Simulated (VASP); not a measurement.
**BaTiO3: single point with PBEsol+U**

The system is BaTiO3.

```
Ba Ti O
1.0
     2.82737    1.63238    2.31839
    -2.82737    1.63238    2.31839
     0.00000   -3.26476    2.31839
Ba Ti O
1 1 3
Cartesian
  0.0000 0.0000 0.0000
  0.0000 0.0000 3.3698
  0.0000 1.6033 2.3988
  -1.3885 -0.8017 2.3988
  1.3885 -0.8017 2.3988
```

```yaml
Program: VASP 6.6.1
Task: single point
Functional: PBEsol
Potentials_or_basis: VASP PAW PBE potentials, release 64 (Ba_sv, Ti_sv, O)
Cutoff: 600 eV
k_mesh: 6 × 6 × 6
Occupations: fermi-dirac, width 0.02 eV
Spin: no spin polarisation
Hubbard_terms: Ti d U = 7.0 eV
```

| Quantity | Value |
| --- | --- |
| Pressure | 6.9 GPa |
| Largest force | 2.004 eV/Å |
| Band gap on the k mesh | 3.11 eV (least direct gap 3.52 eV) |

Forces in eV/Å, atoms in the order of the input:
```
Ba   0.000  0.000 -0.162
Ti   0.000  0.000  2.004
O    0.000  0.938 -0.614
O   -0.812 -0.469 -0.614
O    0.812 -0.469 -0.614
```

Stress tensor (GPa, compression positive):
```
7.34 0.00 0.00
0.00 7.34 0.00
0.00 0.00 6.09
```

Levels at points of the mesh, in eV from the valence-band top:
```tsv
k point	band 17	band 18	band 19	band 20	band 21	band 22	band 23	band 24
(0.00, 0.00, 0.00)	-1.11	-0.47	-0.41	-0.41	3.11	3.11	3.20	4.56
(0.50, 0.00, 0.00)	-1.63	-1.59	-1.00	-0.93	3.35	4.52	4.60	4.70
(0.50, 0.50, 0.00)	-1.89	-0.93	-0.88	-0.10	4.68	4.69	5.03	5.06
(0.50, 0.50, 0.50)	-2.21	-0.02	-0.02	0.00	5.17	5.33	5.33	6.41
```

Eigenvalues of the final occupation matrices:
```csv
site,spin,trace,eigenvalues
site 2 d,1,0.78,0.10 0.10 0.10 0.24 0.24
site 2 d,2,0.78,0.10 0.10 0.10 0.24 0.24
```

Wall time 110 s on 1 thread of Intel Xeon 8259CL (shared host), peak memory 0.22 GiB.

Caveat: the cell stands under pressure; the PAW data sets were made with another functional, which shifts forces and pressure a little; spin-orbit coupling is left out, which moves the levels of the heavy elements. A k mesh can miss the band edges.
